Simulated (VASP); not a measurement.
# Si3N4 in VASP: further runs

The runs below take Si3N4 through single point, with PBE.

Program: VASP 6.6.1. These are calculated values, not measurements. Logs are shortened: lines on timing, memory, paths and dates and some standing lists are left out, and cuts for length are marked.

## Step 1: The cell of the first run

The cell holds an amorphous packing of atoms, 14 atoms: a = 5.338 Å, b = 5.320 Å, c = 5.415 Å, α = 87.83°, β = 91.33°, γ = 91.00°.

## Step 2: Single point, PBE

INCAR reads:

```
PREC     = Accurate       # precision mode
ENCUT    = 520            # plane-wave cutoff, eV
EDIFF    = 1E-7           # SCF threshold, eV
ISMEAR   = -1             # smearing method
SIGMA    = 0.131          # smearing width, eV
LREAL    = F              # projectors in reciprocal space
LASPH    = T              # aspherical terms in the spheres
NELM     = 80             # most SCF steps
ALGO     = Normal         # electronic algorithm
ISIF     = 2              # what is computed and relaxed
LWAVE    = F              # write WAVECAR
LCHARG   = F              # write CHGCAR
GGA      = PE             # functional
NBANDS   = 45             # bands
ISYM     = 0
```

KPOINTS reads:

```
Automatic mesh
0
Gamma
  1 1 1
```

POSCAR reads:

```
Si3N4
1.0
    5.3378070000     -0.0461070000     -0.0620370000
   -0.0461070000      5.3190510000      0.1015160000
   -0.0620370000      0.1015160000      5.4132090000
Si N
6 8
Direct
    0.7724652372      0.7884389204      0.7144413342
    0.1596944204      0.2375737290      0.2453726483
    0.6425256689      0.4185756554      0.4980857452
    0.2597269487      0.7183580350      0.4433804138
    0.6518587514      0.2421421683      1.0171471408
    0.3054132609      0.7198518035      0.9550241727
    0.1207928861      0.7762665174      0.6958233382
    0.7752991256      0.4265399411      0.7977758855
    0.2560789192      0.3229517963      0.5349792689
    0.8049353288      0.2060425658      0.2913652800
    0.3560085444      0.3834991789      1.0473895243
    0.6526137233      0.7286351779      0.4746186724
    0.5866647555      0.9348454689      0.9149752298
    0.1643394838      0.8755038836      0.1706173688
```

Potentials or basis: VASP PAW PBE potentials, release 64 (Si, N).

Run with:

```
$ cat potpaw_PBE.64/Si/POTCAR potpaw_PBE.64/N/POTCAR > POTCAR
$ mpirun -np 1 vasp_gam > vasp.out
```

OUTCAR:

```text
PREC = Accurate
   ENCUT = 520
   EDIFF = 1E-7
   ISMEAR = -1
   LREAL = F
   LASPH = T
   NELM = 80
   ISIF = 2
   GGA = PE
   ISYM = 0

 ion  position               nearest neighbor table
   1  0.772  0.788  0.714-  12 1.48  13 1.71   7 1.87   8 1.96   3 2.41   6 2.85   4 3.05   5 3.05
                             4 3.10   6 3.12
   2  0.160  0.238  0.245-  11 1.68   9 1.71  10 1.92  14 1.98   4 2.85   5 2.93   5 2.95   4 2.98
                             3 3.05   6 3.06
   3  0.643  0.419  0.498-  12 1.65   8 1.76  10 1.86   9 2.13   1 2.41   4 2.62   5 2.80   5 2.93
                             2 3.05
   4  0.260  0.718  0.443-   7 1.61  14 1.74  12 2.10   9 2.14   3 2.62   6 2.66   6 2.78   2 2.85
                             2 2.98   1 3.05   1 3.10
   5  0.652  0.242  0.017-   8 1.65  10 1.68  13 1.77  11 1.77   3 2.80   2 2.93   3 2.93   2 2.95
                             1 3.05
   6  0.305  0.720  0.955-  14 1.66   7 1.72  11 1.86  13 1.88   4 2.66   4 2.78   1 2.85   2 3.06
                             1 3.12
   7  0.121  0.776  0.696-   4 1.61   6 1.72   1 1.87
   8  0.775  0.427  0.798-   5 1.65   3 1.76   1 1.96
   9  0.256  0.323  0.535-   2 1.71   3 2.13   4 2.14
  10  0.805  0.206  0.291-   5 1.68   3 1.86   2 1.92
  11  0.356  0.383  0.047-   2 1.68   5 1.77   6 1.86
  12  0.653  0.729  0.475-   1 1.48   3 1.65   4 2.10
  13  0.587  0.935  0.915-   1 1.71   5 1.77   6 1.88
  14  0.164  0.876  0.171-   6 1.66   4 1.74   2 1.98

IMPORTANT INFORMATION: All symmetrisations will be switched off!
NOSYMM: (Re-)initialisation of all symmetry stuff for point group C_1.

----------------------------------------------------------------------------------------

                                     Primitive cell

  volume of cell :     153.6058

  direct lattice vectors                    reciprocal lattice vectors
     5.337807000 -0.046107000 -0.062037000     0.187381148  0.001583854  0.002117742
    -0.046107000  5.319051000  0.101516000     0.001583854  0.188084163 -0.003509064
    -0.062037000  0.101516000  5.413209000     0.002117742 -0.003509064  0.184823384

  length of vectors
     5.338366605  5.320219440  5.414516208     0.187399808  0.188123561  0.184868823

  position of ions in fractional coordinates (direct lattice)
     0.772465237  0.788438920  0.714441334
     0.159694420  0.237573729  0.245372648
     0.642525669  0.418575655  0.498085745
     0.259726949  0.718358035  0.443380414
     0.651858751  0.242142168  0.017147141
     0.305413261  0.719851803  0.955024173
     0.120792886  0.776266517  0.695823338
     0.775299126  0.426539941  0.797775886
     0.256078919  0.322951796  0.534979269
     0.804935329  0.206042566  0.291365280
     0.356008544  0.383499179  0.047389524
     0.652613723  0.728635178  0.474618672
     0.586664756  0.934845469  0.914975230
     0.164339484  0.875503884  0.170617369

  ion indices of the primitive-cell ions
   primitive index   ion index
                 1           1
                 2           2
                 3           3
                 4           4
                 5           5
                 6           6
                 7           7
                 8           8
                 9           9
                10          10
                11          11
                12          12
                13          13
                14          14

----------------------------------------------------------------------------------------

 KPOINTS: Automatic mesh

Automatic generation of k-mesh.
 Grid dimensions read from file:
 generate k-points for:    1    1    1

 Generating k-lattice:

  Cartesian coordinates                     Fractional coordinates (reciprocal lattice)
     0.187381148  0.001583854  0.002117742     1.000000000 -0.000000000 -0.000000000
     0.001583854  0.188084163 -0.003509064     0.000000000  1.000000000  0.000000000
     0.002117742 -0.003509064  0.184823384    -0.000000000  0.000000000  1.000000000

  Length of vectors
     0.187399808  0.188123561  0.184868823

  Shift w.r.t. Gamma in fractional coordinates (k-lattice)
     0.000000000  0.000000000  0.000000000

 Subroutine IBZKPT returns following result:
 ===========================================

 Found      1 irreducible k-points:

 Following reciprocal coordinates:
            Coordinates               Weight
  0.000000  0.000000  0.000000      1.000000
   k-points           NKPTS =      1   k-points in BZ     NKDIM =      1   number of bands    NBANDS=     45
   number of dos      NEDOS =    301   number of ions     NIONS =     14
   total plane-waves  NPLWV =  64000
   dimension x,y,z NGX =    40 NGY =   40 NGZ =   40
   dimension x,y,z NGXF=    80 NGYF=   80 NGZF=   80
   ions per type =               6   8
   NGX,Y,Z   is equivalent  to a cutoff of  12.46, 12.50, 12.28 a.u.
   NGXF,Y,Z  is equivalent  to a cutoff of  24.91, 25.00, 24.56 a.u.
 SYSTEM =  unknown system
   PREC   = accura    normal or accurate (medium, high low for compatibility)
   ISTART =      0    job   : 0-new  1-cont  2-samecut
   ICHARG =      2    charge: 1-file 2-atom 10-const
   ISPIN  =      1    spin polarized calculation?
   LNONCOLLINEAR =      F non collinear calculations
   LSORBIT =      F    spin-orbit coupling
   LASPH  =      T    aspherical Exc in radial PAW
   ENCUT  =  520.0 eV  38.22 Ry    6.18 a.u.   9.93  9.89 10.07*2*pi/ulx,y,z
   NELM   =     80;   NELMIN=  2; NELMDL= -5     # of ELM steps
   EDIFF  = 0.1E-06   stopping-criterion for ELM
   LREAL  =      F    real-space projection
   EDIFFG = 0.1E-05   stopping-criterion for IOM
   NSW    =      0    number of steps for IOM
   IBRION =     -1    ionic relax: 0-MD 1-quasi-New 2-CG
   NFREE  =      0    steps in history (QN), initial steepest desc. (CG)
   ISIF   =      2    stress and relaxation
   ISYM   =      0    0-nonsym 1-usesym 2-fastsym
   POTIM  = 0.5000    time-step for ionic-motion
   TEBEG  =    0.0;   TEEND  =   0.0 temperature during run
   PSTRESS=    0.0 pullay stress
   NELECT =      64.0000    total number of electrons
   NUPDOWN=      -1.0000    fix difference up-down
   EMIN   =  10.00;   EMAX   =-10.00  energy-range for DOS
   EFERMI =   0.00;   METHOD = LEGACY
   ISMEAR =    -1;   SIGMA  =   0.13  broadening in eV -4-tet -1-fermi 0-gaus
   EFERMI_NEDOS =   21; number of points for ismear=-14 and -15
   IALGO  =     38    algorithm
   IMIX   =      4    mixing-type and parameters
     AMIX     =   0.40;   BMIX     =  1.00
     AMIX_MAG =   1.60;   BMIX_MAG =  1.00
  volume/ion in A,a.u.               =      10.97        74.04
  Fermi-wavevector in a.u.,A,eV,Ry     =   1.222735  2.310634 20.341806  1.495081
  Thomas-Fermi vector in A             =   2.357871
   LORBIT       =      0    0 simple, 1 ext, 2 COOP (PROOUT), +10 PAW based schemes
   GGA     = PE    functional components
   LHFCALC =     F    Hartree Fock is set to
   AEXX    =    0.0000 exact exchange contribution
   IVDW    =     0    specifies the selected vdW correction
   LEPSILON=     F    determine dielectric tensor
   LRPA    =     F    only Hartree local field effects (RPA)
 non-spin polarized calculation
  energy-cutoff  :      520.00
  volume of cell :      153.61
 maximum number of plane-waves:      2047
 NGX is ok and might be reduce to    40
   NGX = 19   NGY = 19   NGZ = 21

 number of electron      63.9999997 magnetization

 Free energy of the ion-electron system (eV)
  ---------------------------------------------------
  ext. energy  EPLUGINS =         0.00000000
  ---------------------------------------------------
  free energy    TOTEN  =      -103.12151819 eV

  energy without entropy =     -103.12073699  energy(sigma->0) =     -103.12112759

 E-fermi :   7.4471     XC(G=0): -10.6478

 val. band max:        6.2949982932   @ k =   0.0000   0.0000   0.0000
 cond. band min:       8.5987053126   @ k =   0.0000   0.0000   0.0000
 fundamental gap:      2.3037070194
 Fermi energy:         7.4470767147

 k-point     1 :       0.0000    0.0000    0.0000
  band No.  band energies     occupation
      1     -12.0693      2.00000
      2     -10.4439      2.00000
      3      -9.8528      2.00000
      4      -8.8710      2.00000
      5      -8.7584      2.00000
      6      -8.6762      2.00000
[... 36 lines left out ...]
     43      13.3577      0.00000
     44      13.8448      0.00000
 [bands above 44 left out]

------------------------ aborting loop because EDIFF is reached ----------------------------------------

  FORCE on cell =-STRESS in cart. coord.  units (eV):
  Direction    XX          YY          ZZ          XY          YZ          ZX
  --------------------------------------------------------------------------------------
  -------------------------------------------------------------------------------------
  Total      -13.4726954    -15.3609145     37.8052866      1.1267564      6.0589694      1.5827928
  in kB     -140.5262600   -160.2212331    394.3261074     11.7525749     63.1977701     16.5092397
  external PRESSURE =      31.1928715 kB  Pullay stress =       0.0000000 kB

 VOLUME and BASIS-vectors are now :
 -----------------------------------------------------------------------------
  energy-cutoff  :      520.00
  volume of cell :      153.61
      direct lattice vectors                 reciprocal lattice vectors
     5.337807000 -0.046107000 -0.062037000     0.187381148  0.001583854  0.002117742
    -0.046107000  5.319051000  0.101516000     0.001583854  0.188084163 -0.003509064
    -0.062037000  0.101516000  5.413209000     0.002117742 -0.003509064  0.184823384

 POSITION                                       TOTAL-FORCE (eV/Angst)
 -----------------------------------------------------------------------------------
      4.04260      4.23066      3.89954         6.955468     -0.017358      9.924535
      0.82624      1.28121      1.34246        -3.374738     -3.128849      1.459068
      3.37948      2.24736      2.69887        -0.203363     -4.196424      1.181241
      1.32575      3.85402      2.45692         1.513916     -1.622573     -1.405035
      3.46727      1.25965      0.07696        -1.933146     -1.692699     -1.164589
      1.53780      3.91180      5.22388         1.407151      0.745971     -0.907709
      0.56581      4.19407      3.83795        -2.340305      0.979044      2.439210
      4.06924      2.31403      4.31373         0.716402      1.220952     -1.923221
      1.31882      1.76030      2.91285         2.906219      2.414330     -1.763733
      4.26901      1.08842      1.54820         2.345917      1.687691      0.682728
      1.87968      2.02825      0.27338         0.767790      3.508718     -0.949579
      3.42049      3.89374      2.60269        -8.051778     -0.595935    -11.135943
      3.03164      5.03833      5.01146        -0.553125     -0.700444     -0.363184
      0.82626      4.66659      1.00227        -0.156407      1.397577      3.926212
 -----------------------------------------------------------------------------------
    total drift:                               -0.000287     -0.000234     -0.000037

  FREE ENERGIE OF THE ION-ELECTRON SYSTEM (eV)
  ---------------------------------------------------
  free  energy   TOTEN  =      -103.1215181886 eV

  energy  without entropy=     -103.1207369929  energy(sigma->0) =     -103.12112759
```

Wall time 14 s (1 thread of Intel Xeon Platinum 8488C (Sapphire Rapids), shared host); peak memory 0.22 GiB.

What came out:

```yaml
Free_energy: -103.1215 eV
Pressure: 3.1 GPa
Largest_force: 13.755 eV/Å
Band_gap_on_the_k_mesh: 2.30 eV
```

Forces on the atoms (eV/Å):
```
Si    6.955  -0.017   9.925
Si   -3.375  -3.129   1.459
Si   -0.203  -4.196   1.181
Si    1.514  -1.623  -1.405
Si   -1.933  -1.693  -1.165
Si    1.407   0.746  -0.908
N    -2.340   0.979   2.439
N     0.716   1.221  -1.923
N     2.906   2.414  -1.764
N     2.346   1.688   0.683
N     0.768   3.509  -0.950
N    -8.052  -0.596 -11.136
N    -0.553  -0.700  -0.363
N    -0.156   1.398   3.926
```

Stress tensor (GPa, compression positive):
```
-14.05   1.18   1.65
  1.18 -16.02   6.32
  1.65   6.32  39.43
```

Caveat: the k points lie up to 1.18 Å⁻¹ apart.

## Step 3: Single point, PBE

INCAR reads:

```
SYSTEM = Si3N4
PREC = Accurate
ENCUT = 520
EDIFF = 1E-7
ISMEAR = -1
SIGMA = 0.131
LREAL = .FALSE.
LASPH = .TRUE.
NELM = 100
ALGO = Normal
ISIF = 2
LWAVE = .FALSE.
LCHARG = .FALSE.
GGA = PE
ISYM = 0
NBANDS = 45
```

KPOINTS reads:

```
regular mesh
0
G
  1 1 1
  0 0 0
```

POSCAR reads:

```
Si3N4
1.0
    5.3378070000     -0.0461070000     -0.0620370000
   -0.0461070000      5.3190510000      0.1015160000
   -0.0620370000      0.1015160000      5.4132090000
Si N
6 8
Direct
    0.8307719028      0.7334888865      0.7748296322
    0.1929734333      0.2238383101      0.2684112738
    0.6906755436      0.4369844311      0.4738415840
    0.3310016987      0.7180604236      0.4987438561
    0.6650883860      0.2420149731      1.0256436979
    0.3651579747      0.7443974684      1.0167780427
    0.1563078020      0.7662811694      0.7729250927
    0.7980421623      0.3884788123      0.7805736535
    0.3320758860      0.3746751201      0.5287142012
    0.8686600510      0.2581944383      0.2820434602
    0.4240307483      0.3870814962      1.0895776665
    0.6493363595      0.7292542961      0.4877965917
    0.6585173147      0.9282804076      0.9771605206
    0.2146202691      0.8946754530      0.2542962085
```

Potentials or basis: VASP PAW PBE potentials, release 64 (Si, N).

Run with:

```
$ cat potpaw_PBE.64/Si/POTCAR potpaw_PBE.64/N/POTCAR > POTCAR
$ mpirun -np 1 vasp_gam > vasp.out
```

Wall time 13 s (1 thread of Intel Xeon Platinum 8488C (Sapphire Rapids), shared host); peak memory 0.21 GiB.

It converged, with:

- Free energy: -106.2137 eV
- Pressure: 4.2 GPa
- Largest force: 7.831 eV/Å
- Band gap on the k mesh: 2.22 eV

Forces on the atoms (eV/Å):
```
Si   0.613 -0.331  0.540
Si  -0.964  0.507  2.793
Si  -1.313 -7.519  1.750
Si  -2.370 -1.911  2.525
Si   5.378 -2.848 -2.195
Si   0.070  0.514  0.116
N    0.602  0.493 -1.396
N    1.054  3.261 -0.883
N    0.358  0.245 -0.898
N    1.107  0.521 -0.313
N   -4.860  4.496 -0.847
N    1.160  6.048  1.145
N   -1.547 -3.616 -1.758
N    0.712  0.141 -0.579
```

Stress tensor (GPa, compression positive):
```
-3.99 -1.01 -1.30
-1.01 -7.66  0.57
-1.30  0.57 24.14
```

Levels at points of the mesh, in eV from the valence-band top:
```
           k point  band 30  band 31  band 32  band 33  band 34  band 35
(0.00, 0.00, 0.00)    -1.88    -1.35     0.00     2.22     3.52     3.90
```

Caveat: the k points lie up to 1.18 Å⁻¹ apart.

[end of part 1 of 2]
